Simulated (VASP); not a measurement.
# Si2W (I4/mmm) in VASP: further runs

Aim: see how the results for Si2W move with the level of theory and the settings. Levels: PBE, LDA. Tasks: single point.

All numbers are computed with VASP 6.6.1; they aren't measurements. Logs are shortened: lines on timing, memory, paths and dates and some standing lists are left out, and cuts for length are marked.

### Step 1. The cell of the first run

It takes space group I4/mmm (No. 139, tetragonal). The conventional cell has a = 3.229 Å, b = 3.229 Å, c = 7.867 Å, α = 90.00°, β = 90.00°, γ = 90.00°. Within 3.4 Å of Si (site symmetry 4mm) lie 9 Si at 2.60 to 3.23 Å and 5 W at 2.63 Å. Within 3.5 Å of W (site symmetry 4/mmm) lie 10 Si at 2.63 Å and 4 W at 3.23 Å.

### Step 2. Single point, PBE

Input file INCAR:

```
PREC = Accurate
ENCUT = 520
EDIFF = 1E-6
ISMEAR = 0
SIGMA = 0.1
LREAL = F
LASPH = T
NELM = 60
ALGO = Normal
ISIF = 2
LWAVE = F
LCHARG = F
GGA = PE
NBANDS = 18
```

Input file KPOINTS:

```
regular mesh
0
Gamma
  18 18 18
```

Input file POSCAR:

```
Si2W
1.0
   -1.6145299055      1.6145299055      3.9335489453
    1.6145299055     -1.6145299055      3.9335489453
    1.6145299055      1.6145299055     -3.9335489453
Si W
2 1
Direct
    0.3345578117      0.3345578117      0.0000000000
    0.6654421883      0.6654421883      0.0000000000
    0.0000000000      0.0000000000      0.0000000000
```

Potentials or basis: VASP PAW PBE potentials, release 64 (Si, W_sv).

Run with:

```bash
cat potpaw_PBE.64/Si/POTCAR potpaw_PBE.64/W_sv/POTCAR > POTCAR
mpirun -np 1 vasp_std > vasp.out
```

OUTCAR:

```text
PREC = Accurate
   ENCUT = 520
   EDIFF = 1E-6
   ISMEAR = 0
   LREAL = F
   LASPH = T
   NELM = 60
   ISIF = 2
   GGA = PE

 ion  position               nearest neighbor table
   1  0.335  0.335  0.000-   2 2.60   3 2.63   3 2.63   3 2.63   3 2.63   3 2.63   2 2.64   2 2.64
                             2 2.64   2 2.64
   2  0.665  0.665  0.000-   1 2.60   3 2.63   3 2.63   3 2.63   3 2.63   3 2.63   1 2.64   1 2.64
                             1 2.64   1 2.64
   3  0.000  0.000  0.000-   2 2.63   2 2.63   2 2.63   1 2.63   2 2.63   1 2.63   1 2.63   1 2.63
                             1 2.63   2 2.63

  LATTYP: Found a body centered tetragonal cell.
 ALAT       =     3.2290598110
 C/A-ratio  =     2.4363431931

  Lattice vectors:

 A1 = (  -1.6145299055,   1.6145299055,   3.9335489453)
 A2 = (   1.6145299055,  -1.6145299055,   3.9335489453)
 A3 = (   1.6145299055,   1.6145299055,  -3.9335489453)

Analysis of symmetry for initial positions (statically):
=====================================================================
 Subroutine PRICEL returns:
 Original cell was already a primitive cell.

 Routine SETGRP: Setting up the symmetry group for a
 body centered tetragonal supercell.

 Subroutine GETGRP returns: Found 16 space group operations
 (whereof 16 operations were pure point group operations)
 out of a pool of 16 trial point group operations.

The static configuration has the point symmetry D_4h.

Analysis of symmetry for dynamics (positions and initial velocities):
=====================================================================
 Subroutine PRICEL returns:
 Original cell was already a primitive cell.

 Routine SETGRP: Setting up the symmetry group for a
 body centered tetragonal supercell.

 Subroutine GETGRP returns: Found 16 space group operations
 (whereof 16 operations were pure point group operations)
 out of a pool of 16 trial point group operations.

The dynamic configuration has the point symmetry D_4h.

 Subroutine INISYM returns: Found 16 space group operations
 (whereof 16 operations are pure point group operations),
 and found     1 'primitive' translations

----------------------------------------------------------------------------------------

                                     Primitive cell

  volume of cell :      41.0144

  direct lattice vectors                    reciprocal lattice vectors
    -1.614529905  1.614529905  3.933548945     0.000000000  0.309687667  0.127111676
     1.614529905 -1.614529905  3.933548945     0.309687667  0.000000000  0.127111676
     1.614529905  1.614529905 -3.933548945     0.309687667  0.309687667  0.000000000

  length of vectors
     4.548210740  4.548210740  4.548210740     0.334759360  0.334759360  0.437964499

  position of ions in fractional coordinates (direct lattice)
     0.334557812  0.334557812  0.000000000
     0.665442188  0.665442188  0.000000000
     0.000000000  0.000000000  0.000000000

  ion indices of the primitive-cell ions
   primitive index   ion index
                 1           1
                 2           2
                 3           3

----------------------------------------------------------------------------------------

 KPOINTS: regular mesh

Automatic generation of k-mesh.
 Grid dimensions read from file:
 generate k-points for:   18   18   18

 Generating k-lattice:

  Cartesian coordinates                     Fractional coordinates (reciprocal lattice)
     0.000000000  0.017204870  0.007061760     0.055555556 -0.000000000  0.000000000
     0.017204870  0.000000000  0.007061760    -0.000000000  0.055555556  0.000000000
     0.017204870  0.017204870  0.000000000     0.000000000  0.000000000  0.055555556

  Length of vectors
     0.018597742  0.018597742  0.024331361

  Shift w.r.t. Gamma in fractional coordinates (k-lattice)
     0.000000000  0.000000000  0.000000000

 Subroutine IBZKPT returns following result:
 ===========================================

 Found    480 irreducible k-points:

 Following reciprocal coordinates:
            Coordinates               Weight
  0.000000  0.000000  0.000000      1.000000
  0.055556  0.000000 -0.000000      8.000000
  0.111111  0.000000 -0.000000      8.000000
  0.166667  0.000000 -0.000000      8.000000
  0.222222  0.000000 -0.000000      8.000000
  0.277778  0.000000 -0.000000      8.000000
[... 16 lines left out ...]
 -0.277778  0.055556  0.000000     16.000000
 -0.222222  0.055556  0.000000     16.000000
 [... further k-points ...]
   k-points           NKPTS =    480   k-points in BZ     NKDIM =    480   number of bands    NBANDS=     18
   number of dos      NEDOS =    301   number of ions     NIONS =      3
   total plane-waves  NPLWV =  46656
   dimension x,y,z NGX =    36 NGY =   36 NGZ =   36
   dimension x,y,z NGXF=    72 NGYF=   72 NGZF=   72
   ions per type =               2   1
   NGX,Y,Z   is equivalent  to a cutoff of  13.16, 13.16, 13.16 a.u.
   NGXF,Y,Z  is equivalent  to a cutoff of  26.32, 26.32, 26.32 a.u.
 SYSTEM =  unknown system
   PREC   = accura    normal or accurate (medium, high low for compatibility)
   ISTART =      0    job   : 0-new  1-cont  2-samecut
   ICHARG =      2    charge: 1-file 2-atom 10-const
   ISPIN  =      1    spin polarized calculation?
   LNONCOLLINEAR =      F non collinear calculations
   LSORBIT =      F    spin-orbit coupling
   LASPH  =      T    aspherical Exc in radial PAW
   ENCUT  =  520.0 eV  38.22 Ry    6.18 a.u.   8.46  8.46  8.46*2*pi/ulx,y,z
   NELM   =     60;   NELMIN=  2; NELMDL= -5     # of ELM steps
   EDIFF  = 0.1E-05   stopping-criterion for ELM
   LREAL  =      F    real-space projection
   EDIFFG = 0.1E-04   stopping-criterion for IOM
   NSW    =      0    number of steps for IOM
   IBRION =     -1    ionic relax: 0-MD 1-quasi-New 2-CG
   NFREE  =      0    steps in history (QN), initial steepest desc. (CG)
   ISIF   =      2    stress and relaxation
   ISYM   =      2    0-nonsym 1-usesym 2-fastsym
   POTIM  = 0.5000    time-step for ionic-motion
   TEBEG  =    0.0;   TEEND  =   0.0 temperature during run
   PSTRESS=    0.0 pullay stress
   NELECT =      22.0000    total number of electrons
   NUPDOWN=      -1.0000    fix difference up-down
   EMIN   =  10.00;   EMAX   =-10.00  energy-range for DOS
   EFERMI =   0.00;   METHOD = LEGACY
   ISMEAR =     0;   SIGMA  =   0.10  broadening in eV -4-tet -1-fermi 0-gaus
   EFERMI_NEDOS =   21; number of points for ismear=-14 and -15
   IALGO  =     38    algorithm
   IMIX   =      4    mixing-type and parameters
     AMIX     =   0.40;   BMIX     =  1.00
     AMIX_MAG =   1.60;   BMIX_MAG =  1.00
  volume/ion in A,a.u.               =      13.67        92.26
  Fermi-wavevector in a.u.,A,eV,Ry     =   1.330159  2.513636 24.073092  1.769322
  Thomas-Fermi vector in A             =   2.459267
   LORBIT       =      0    0 simple, 1 ext, 2 COOP (PROOUT), +10 PAW based schemes
   GGA     = PE    functional components
   LHFCALC =     F    Hartree Fock is set to
   AEXX    =    0.0000 exact exchange contribution
   IVDW    =     0    specifies the selected vdW correction
   LEPSILON=     F    determine dielectric tensor
   LRPA    =     F    only Hartree local field effects (RPA)
 non-spin polarized calculation
 Gauss-broadening in eV      SIGMA  =   0.10
  energy-cutoff  :      520.00
  volume of cell :       41.01
 maximum number of plane-waves:      1134
 NGX is ok and might be reduce to    36
   NGX = 17   NGY = 17   NGZ = 17

 number of electron      22.0000000 magnetization

 Free energy of the ion-electron system (eV)
  ---------------------------------------------------
  ext. energy  EPLUGINS =         0.00000000
  ---------------------------------------------------
  free energy    TOTEN  =       -24.81573252 eV

  energy without entropy =      -24.81482627  energy(sigma->0) =      -24.81527940

 E-fermi :  11.7583     XC(G=0): -12.4609

 val. band max:       11.7383017689   @ k =  -0.3889   0.5000   0.3333
 cond. band min:      11.7956129353   @ k =  -0.3889  -0.4444   0.3889
 fundamental gap:      0.0573111664
 Fermi energy:        11.7583285740

 k-point     1 :       0.0000    0.0000    0.0000
  band No.  band energies     occupation
      1     -62.1264      2.00000
      2     -26.3736      2.00000
      3     -26.3599      2.00000
      4     -26.3599      2.00000
      5      -2.2032      2.00000
      6       4.9986      2.00000
[... 10 lines left out ...]
     17      17.3549      0.00000
     18      17.3549      0.00000

 k-point     2 :       0.0556    0.0000   -0.0000
  band No.  band energies     occupation
      1     -62.1262      2.00000
      2     -26.3732      2.00000
      3     -26.3662      2.00000
      4     -26.3593      2.00000
      5      -2.1450      2.00000
      6       5.0018      2.00000
[... 10 lines left out ...]
     17      17.3588      0.00000
     18      17.5815      0.00000

 k-point     3 :       0.1111    0.0000   -0.0000
  band No.  band energies     occupation
      1     -62.1256      2.00000
      2     -26.3842      2.00000
      3     -26.3718      2.00000
      4     -26.3577      2.00000
      5      -1.9714      2.00000
      6       5.0019      2.00000
[... 10 lines left out ...]
     17      17.4139      0.00000
     18      18.1364      0.00000

 k-point     4 :       0.1667    0.0000   -0.0000
  band No.  band energies     occupation
      1     -62.1247      2.00000
      2     -26.4118      2.00000
      3     -26.3697      2.00000
      4     -26.3552      2.00000
      5      -1.6862      2.00000
      6       4.9646      2.00000
[... 10 lines left out ...]
     17      17.6926      0.00000
     18      18.9049      0.00000

 k-point     5 :       0.2222    0.0000   -0.0000
  band No.  band energies     occupation
      1     -62.1236      2.00000
      2     -26.4453      2.00000
      3     -26.3672      2.00000
      4     -26.3521      2.00000
      5      -1.2955      2.00000
      6       4.8197      2.00000
[... 10 lines left out ...]
     17      18.2946      0.00000
     18      19.8314      0.00000

 k-point     6 :       0.2778    0.0000   -0.0000
  band No.  band energies     occupation
      1     -62.1223      2.00000
      2     -26.4808      2.00000
      3     -26.3645      2.00000
      4     -26.3489      2.00000
      5      -0.8078      2.00000
      6       4.4883      2.00000
[... 10 lines left out ...]
     17      18.8462      0.00000
     18      20.4822      0.00000

 k-point     7 :       0.3333    0.0000    0.0000
  band No.  band energies     occupation
      1     -62.1212      2.00000
      2     -26.5140      2.00000
      3     -26.3619      2.00000
      4     -26.3458      2.00000
      5      -0.2335      2.00000
      6       3.9696      2.00000
[... 10 lines left out ...]
     17      18.8442      0.00000
     18      20.4217      0.00000

 k-point     8 :       0.3889    0.0000   -0.0000
  band No.  band energies     occupation
      1     -62.1202      2.00000
      2     -26.5408      2.00000
      3     -26.3598      2.00000
      4     -26.3432      2.00000
      5       0.4137      2.00000
      6       3.3250      2.00000
[... 10 lines left out ...]
     17      18.5959      0.00000
     18      19.3999      0.00000
[... 229 lines left out ...]
     17      18.5468      0.00000
     18      18.6823      0.00000

 k-point    20 :      -0.4444    0.0556    0.0000
  band No.  band energies     occupation
      1     -62.1194      2.00000
      2     -26.5574      2.00000
      3     -26.3576      2.00000
      4     -26.3476      2.00000
      5       1.0621      2.00000
      6       2.7255      2.00000
[... 10 lines left out ...]
     17      18.6505      0.00000
     18      19.1890      0.00000

 k-point    21 :      -0.3889    0.0556    0.0000
  band No.  band energies     occupation
      1     -62.1200      2.00000
      2     -26.5400      2.00000
      3     -26.3588      2.00000
      4     -26.3492      2.00000
      5       0.3649      2.00000
      6       3.4437      2.00000
[... 10 lines left out ...]
     17      18.8095      0.00000
     18      20.0840      0.00000

 k-point    22 :      -0.3333    0.0556    0.0000
  band No.  band energies     occupation
      1     -62.1210      2.00000
      2     -26.5131      2.00000
      3     -26.3608      2.00000
      4     -26.3517      2.00000
      5      -0.2727      2.00000
      6       4.1171      2.00000
[... 10 lines left out ...]
     17      18.9671      0.00000
     18      19.8993      0.00000

 k-point    23 :      -0.2778    0.0556    0.0000
  band No.  band energies     occupation
      1     -62.1221      2.00000
      2     -26.4800      2.00000
      3     -26.3633      2.00000
      4     -26.3549      2.00000
      5      -0.8340      2.00000
      6       4.7016      2.00000
[... 10 lines left out ...]
     17      18.6501      0.00000
     18      19.7633      0.00000

 k-point    24 :      -0.2222    0.0556    0.0000
  band No.  band energies     occupation
      1     -62.1233      2.00000
      2     -26.4446      2.00000
      3     -26.3660      2.00000
      4     -26.3582      2.00000
      5      -1.3066      2.00000
      6       5.0927      2.00000
[... 10 lines left out ...]
     17      17.9605      0.00000
     18      19.8892      0.00000

 [... further k-points ...]

------------------------ aborting loop because EDIFF is reached ----------------------------------------

  FORCE on cell =-STRESS in cart. coord.  units (eV):
  Direction    XX          YY          ZZ          XY          YZ          ZX
  --------------------------------------------------------------------------------------
  -------------------------------------------------------------------------------------
  Total        0.0228243      0.0228243      0.0030908      0.0000000      0.0000000      0.0000000
  in kB        0.8916024      0.8916024      0.1207389      0.0000000      0.0000000      0.0000000
  external PRESSURE =       0.6346479 kB  Pullay stress =       0.0000000 kB

 VOLUME and BASIS-vectors are now :
 -----------------------------------------------------------------------------
  energy-cutoff  :      520.00
  volume of cell :       41.01
      direct lattice vectors                 reciprocal lattice vectors
    -1.614529905  1.614529905  3.933548945     0.000000000  0.309687667  0.127111676
     1.614529905 -1.614529905  3.933548945     0.309687667  0.000000000  0.127111676
     1.614529905  1.614529905 -3.933548945     0.309687667  0.309687667  0.000000000

 POSITION                                       TOTAL-FORCE (eV/Angst)
 -----------------------------------------------------------------------------------
      0.00000      0.00000      2.63200        -0.000000     -0.000000     -0.001312
      0.00000      0.00000      5.23510         0.000000      0.000000      0.001312
      0.00000      0.00000      0.00000        -0.000000     -0.000000     -0.000000
 -----------------------------------------------------------------------------------
    total drift:                               -0.000000      0.000000     -0.000000

  FREE ENERGIE OF THE ION-ELECTRON SYSTEM (eV)
  ---------------------------------------------------
  free  energy   TOTEN  =       -24.8157325221 eV

  energy  without entropy=      -24.8148262700  energy(sigma->0) =      -24.81527940
```

Run time: 5.5 min. Hardware: 1 thread of AMD EPYC 9R45 (Zen 5), shared host; peak memory 0.44 GiB.

Results:

| Item | Value |
| --- | --- |
| Free energy | -24.8157 eV |
| Pressure | 0.1 GPa |
| Band gap on the k mesh | zero (bands 11 and 12 overlap by 1.25 eV) |

Stress tensor (GPa, compression positive):
```
0.09 0.00 0.00
0.00 0.09 0.00
0.00 0.00 0.01
```

Caveat: spin-orbit coupling is left out, which moves the levels of the heavy elements.

### Step 3. Single point, PBE

INCAR is that of step 2.

KPOINTS is that of step 2.

Input file POSCAR:

```
Si2W
1.0
   -1.6145299054      1.6145299054      3.9335489408
    1.6145299054     -1.6145299054      3.9335489408
    1.6145299054      1.6145299054     -3.9335489408
Si W
2 1
Direct
    0.3345578121      0.3345578121      0.0000000000
    0.6654421879      0.6654421879      0.0000000000
    0.0000000000      0.0000000000      0.0000000000
```

Potentials or basis: VASP PAW PBE potentials, release 64 (Si, W_sv).

Run with:

```bash
cat potpaw_PBE.64/Si/POTCAR potpaw_PBE.64/W_sv/POTCAR > POTCAR
mpirun -np 1 vasp_std > vasp.out
```

It took 5.1 min on 1 thread of AMD EPYC 9R45 (Zen 5), shared host; peak memory 0.44 GiB.

The run converged. Its results:

* Free energy: -24.8157 eV
* Pressure: 0.1 GPa
* Band gap on the k mesh: zero (bands 11 and 12 overlap by 1.25 eV)

Stress tensor (GPa, compression positive):
```
0.09 0.00 0.00
0.00 0.09 0.00
0.00 0.00 0.01
```

Levels at points of the mesh, in eV from the Fermi level:
| k point | band 7 | band 8 | band 9 | band 10 | band 11 | band 12 | band 13 | band 14 | band 15 | band 16 |
| --- | --- | --- | --- | --- | --- | --- | --- | --- | --- | --- |
| (0.00, 0.00, 0.00) | -3.76 | -3.25 | -2.81 | -2.81 | 0.60 | 2.65 | 2.98 | 3.03 | 3.03 | 4.55 |
| (0.50, 0.00, 0.00) | -5.68 | -4.81 | -2.75 | -2.71 | -0.42 | 2.65 | 2.75 | 3.90 | 4.31 | 5.07 |
| (0.50, 0.50, 0.00) | -5.95 | -5.51 | -4.96 | -3.19 | -1.76 | 2.73 | 2.91 | 3.06 | 3.85 | 4.31 |
| (0.50, 0.50, 0.50) | -3.76 | -2.54 | -0.85 | -0.85 | -0.49 | -0.49 | 0.78 | 4.44 | 4.72 | 6.14 |

Caveat: spin-orbit coupling is left out, which moves the levels of the heavy elements.

### Step 4. Single point, LDA

Input file INCAR:

```
SYSTEM = Si2W
PREC = Accurate
ENCUT = 520
EDIFF = 1E-7
ISMEAR = 0
SIGMA = 0.1
LREAL = .False.
LASPH = .True.
NELM = 100
ALGO = Normal
ISIF = 2
LWAVE = .False.
LCHARG = .False.
GGA = CA
NBANDS = 18
```

Input file KPOINTS:

```
Automatic mesh
0
Gamma
  18 18 18
  0 0 0
```

POSCAR is that of step 3.

Potentials or basis: VASP PAW LDA potentials, release 64 (Si, W_sv).

Run with:

```bash
cat potpaw_LDA.64/Si/POTCAR potpaw_LDA.64/W_sv/POTCAR > POTCAR
mpirun -np 1 vasp_std > vasp.out
```

Wall time 6.1 min (1 thread of AMD EPYC 9R45 (Zen 5), shared host); peak memory 0.41 GiB.

The run converged. Its results:

```
Free energy            : -27.3198 eV
Pressure               : -8.1 GPa
Largest force          : 0.112 eV/Å
Band gap on the k mesh : zero (bands 11 and 12 overlap by 1.25 eV)
```

Forces on the atoms (eV/Å):
```
Si   0.000  0.000  0.112
Si   0.000  0.000 -0.112
W    0.000  0.000  0.000
```

Stress tensor (GPa, compression positive):
```
-7.89  0.00  0.00
 0.00 -7.89  0.00
 0.00  0.00 -8.44
```

Levels at points of the mesh, in eV from the Fermi level:
| k point | band 9 | band 10 | band 11 | band 12 | band 13 | band 14 |
| --- | --- | --- | --- | --- | --- | --- |
| (0.00, 0.00, 0.00) | -2.79 | -2.79 | 0.59 | 2.65 | 3.07 | 3.08 |
| (0.50, 0.00, 0.00) | -2.73 | -2.72 | -0.42 | 2.59 | 2.77 | 3.92 |
| (0.50, 0.50, 0.00) | -4.92 | -3.17 | -1.64 | 2.76 | 2.84 | 3.01 |
| (0.50, 0.50, 0.50) | -0.80 | -0.80 | -0.50 | -0.50 | 0.76 | 4.43 |

Caveat: the cell stands under tension; spin-orbit coupling is left out, which moves the levels of the heavy elements.

(Part 1 of 2 ends here.)

The gap in the log of VASP goes by the Fermi energy; the results here count the filled bands.